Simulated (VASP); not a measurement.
A run of VASP 6.6.1:

INCAR

```
SYSTEM = Mg2Si3N3
PREC = Accurate ; ENCUT = 600
EDIFF = 1E-6 ; ISMEAR = 0
SIGMA = 0.2 ; LREAL = .False.
LASPH = .True. ; NELM = 120
ALGO = Normal ; ISIF = 2
LWAVE = .False. ; LCHARG = .False.
GGA = PE ; NBANDS = 26
GGA_COMPAT = .False.
```

Contents of KPOINTS:

```
regular mesh
0
Gamma
  6 6 2
  0 0 0
```

The input POSCAR:

```
Mg2Si3N3
1.0
    3.3008992871      0.0000000000      0.0000000000
   -1.6504496436      2.8586626380      0.0000000000
    0.0000000000      0.0000000000     11.1254915300
Mg Si N
2 3 3
Direct
    0.6666666667      0.3333333333      0.8863153837
    0.3333333333      0.6666666667      0.1136846163
    0.3333333333      0.6666666667      0.6406871225
    0.6666666667      0.3333333333      0.3593128775
    0.0000000000      0.0000000000      0.5000000000
    0.3333333333      0.6666666667      0.7872630063
    0.6666666667      0.3333333333      0.2127369937
    0.0000000000      0.0000000000      0.0000000000
```

Potentials or basis: VASP PAW PBE potentials, release 64 (Mg, Si, N).

Launch:

```console
$ cat potpaw_PBE.64/Mg/POTCAR potpaw_PBE.64/Si/POTCAR potpaw_PBE.64/N/POTCAR > POTCAR
$ mpirun -np 1 vasp_std > vasp.out
```

Hardware: 1 thread of Intel(R) Xeon(R) Platinum 8559C (Emerald Rapids), with other jobs on the host.

**Question.** How long does it take, and how much memory?

**Answer.** Wall time 43 s on 1 thread of Intel(R) Xeon(R) Platinum 8559C (Emerald Rapids), on a shared host, peak memory 0.26 GiB. Counts: scf iterations 16, k points 14.
